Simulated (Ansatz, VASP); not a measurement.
## Ti in VASP and in Ansatz

```xyz
1
Lattice="-1.6626 1.6626 1.6626 1.6626 -1.6626 1.6626 1.6626 1.6626 -1.6626" Properties=species:S:1:pos:R:3 pbc="T T T"
Ti    0.0000    0.0000    0.0000
```

Change from the starting cell: volume scaled by 1.04.

Alike in both runs: task single point; functional PBEsol; k mesh 14 × 14 × 14; occupations fermi-dirac, width 0.05 eV; no spin polarisation.

|  | VASP | Ansatz |
| --- | --- | --- |
| version | VASP 6.6.1 | Ansatz 0.2.0 |
| potentials or method | VASP PAW PBE potentials, release 64 (Ti_sv), cutoff 520 eV | all-electron LAPW, scalar-relativistic |

Ansatz gave:

* pressure (GPa): -9.9

Question: Estimate VASP's values.

Answer: Pressure (GPa): -10.1.

VASP's potentials were made for PBE, not for PBEsol. Ansatz ran all-electron here, and VASP with PAW potentials.
